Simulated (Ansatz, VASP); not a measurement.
# One calculation of AlGaN2, two programs

POSCAR

```
AlGaN2
1.0
    3.1408770487      0.0000000000      0.0000000000
    0.0000000000      3.1408770487      0.0000000000
    0.0000000000      0.0000000000      4.4238379400
Al Ga N
1 1 2
Direct
    0.5000000000      0.5000000000      0.5000000000
    0.0000000000      0.0000000000      0.0000000000
    0.5000000000      0.0000000000      0.7179204843
    0.0000000000      0.5000000000      0.2820795157
```

INCAR.step1

```
SYSTEM = AlGaN2
ALGO = Normal ; EDIFF = 1E-4
ENCUT = 520 ; GGA = PE
ISMEAR = 0 ; LASPH = .TRUE.
LCHARG = .FALSE. ; LREAL = .FALSE.
LWAVE = .TRUE. ; NBANDS = 21
NELM = 100 ; PREC = Accurate
SIGMA = 0.05
```

INCAR.step2

```
SYSTEM = AlGaN2
ALGO = Normal ; EDIFF = 1E-7
ENCUT = 520 ; ISIF = 2
ISMEAR = 0 ; ISTART = 1
LASPH = .TRUE. ; LCHARG = .FALSE.
LMIXTAU = .TRUE. ; LREAL = .FALSE.
LWAVE = .FALSE. ; METAGGA = R2SCAN
NBANDS = 21 ; NELM = 100
PREC = Accurate ; SIGMA = 0.05
```

KPOINTS

```
k-points
0
G
  8 8 6
  0 0 0
```

Input for Ansatz:

```yaml
crystal:
  lattice:
    - [3.1408770487, 0.0, 0.0]
    - [0.0, 3.1408770487, 0.0]
    - [0.0, 0.0, 4.42383794]
  atoms:
    - { symbol: Al, position: [0.5, 0.5, 0.5] }
    - { symbol: Ga, position: [0.0, 0.0, 0.0] }
    - { symbol: "N", position: [0.5, 0.0, 0.7179204843] }
    - { symbol: "N", position: [0.0, 0.5, 0.2820795157] }
basis:
  ecutwfc: 500
kpoints:
  mp_grid: { grid: [8, 8, 6] }
hamiltonian:
  xc: r2scan
scf:
  occupations: { method: gaussian, width: 0.05 }
output:
  forces: true
  stress: true
  eigenvalues: true
  write_density: true
  write_potential: true
  elf: true
  volumetric_format: npy
```

Change from the starting cell: mode 12 (706.6 1/cm) frozen in, largest displacement +0.090 Å.

Alike in both runs: task single point; functional r2SCAN; k mesh 8 × 8 × 6; occupations gaussian, width 0.05 eV; no spin polarisation.

|  | VASP | Ansatz |
| --- | --- | --- |
| version | VASP 6.6.1 | Ansatz 0.2.0 |
| potentials or method | VASP PAW PBE potentials, release 64 (Al, Ga_d, N), cutoff 520 eV | scalar-relativistic, plane waves, PAW |
| valence electrons in the cell | 26 | 26 |

```tsv
	VASP	Ansatz	Ansatz less VASP
gap on the k mesh at the Fermi level (eV)	3.16	3.15	-0.009
least direct gap on the mesh (eV)	3.16	3.15	-0.009
pressure (GPa)	1.2	0.9	-0.27
traceless stress, the component that is largest in VASP (GPa)	-2.69	-2.78	-0.092
rms of the force components (eV/Å)	0.936	0.965	+0.0294
```

VASP's potentials were made for PBE, not for r2SCAN. Atom by atom the forces differ by 0.029 eV/Å (rms over components).
